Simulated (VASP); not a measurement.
Write the native input for VASP 6.6.1 that does the following.

| Item | Value |
| --- | --- |
| Task | density of states |
| Functional | PBEsol |
| Potentials or basis | VASP PAW PBE potentials, release 64 (C, O) |
| Cutoff | 520 eV |
| k mesh | 8 × 8 × 8 |
| Occupations | gaussian, width 0.02 eV |
| Spin | no spin polarisation |
| Dipole correction | no |
| k mesh for the DOS | 12 × 12 × 12 |
| Occupations for the DOS | tetrahedron |
| Further INCAR settings | ALGO = Normal; EDIFF = 1e-06 |

Crystal: CO2.

```
C O
1.0
    -1.95895    1.95895    2.96865
     1.95895   -1.95895    2.96865
     1.95895    1.95895   -2.96865
C O
2 4
Direct
  0.75000 0.25000 0.50000
  0.00000 0.00000 0.00000
  0.70777 0.12500 0.08277
  0.04223 0.62500 0.91723
  0.37500 0.29223 0.41723
  0.87500 0.95777 0.58277
```

One way to write it, as run:

POSCAR

```
CO2
1.0
   -1.9589458393      1.9589458393      2.9686465352
    1.9589458393     -1.9589458393      2.9686465352
    1.9589458393      1.9589458393     -2.9686465352
C O
2 4
Direct
    0.7500000000      0.2500000000      0.5000000000
    0.0000000000      0.0000000000      0.0000000000
    0.7077697658      0.1250000000      0.0827697658
    0.0422302342      0.6250000000      0.9172302342
    0.3750000000      0.2922302342      0.4172302342
    0.8750000000      0.9577697658      0.5827697658
```

INCAR.step1

```
SYSTEM = CO2
  PREC = Accurate
  ENCUT = 520
  EDIFF = 1E-6
  ISMEAR = 0
  SIGMA = 0.02
  LREAL = .False.
  LASPH = .True.
  NELM = 100
  ALGO = Normal
  ISIF = 2
  LWAVE = .False.
  LCHARG = .True.
  GGA = PS
  NBANDS = 25
```

KPOINTS.step1

```
regular mesh
0
Gamma
  8 8 8
  0 0 0
```

INCAR.step2

```
SYSTEM = CO2
  PREC = Accurate
  ENCUT = 520
  EDIFF = 1E-6
  ISMEAR = -5
  SIGMA = 0.02
  LREAL = .False.
  LASPH = .True.
  NELM = 100
  ALGO = Normal
  ISIF = 2
  LWAVE = .False.
  LCHARG = .False.
  GGA = PS
  LORBIT = 10
  NEDOS = 1001
  ICHARG = 11
```

KPOINTS.step2

```
regular mesh
0
Gamma
  12 12 12
  0 0 0
```

Potentials or basis: VASP PAW PBE potentials, release 64 (C, O).

Command:

```console
$ cat potpaw_PBE.64/C/POTCAR potpaw_PBE.64/O/POTCAR > POTCAR
$ cp INCAR.step1 INCAR
$ cp KPOINTS.step1 KPOINTS
$ mpirun -np 1 vasp_std > vasp.out
$ cp INCAR.step2 INCAR
$ cp KPOINTS.step2 KPOINTS
$ mpirun -np 1 vasp_std > vasp.out
```

Results of the run:

* Valence electrons inside the program's atomic spheres: C 2.37; O 5.18

Run time: 68 s on 1 thread of Intel(R) Xeon(R) 6975P-C (Granite Rapids) (shared host), peak memory 0.23 GiB.
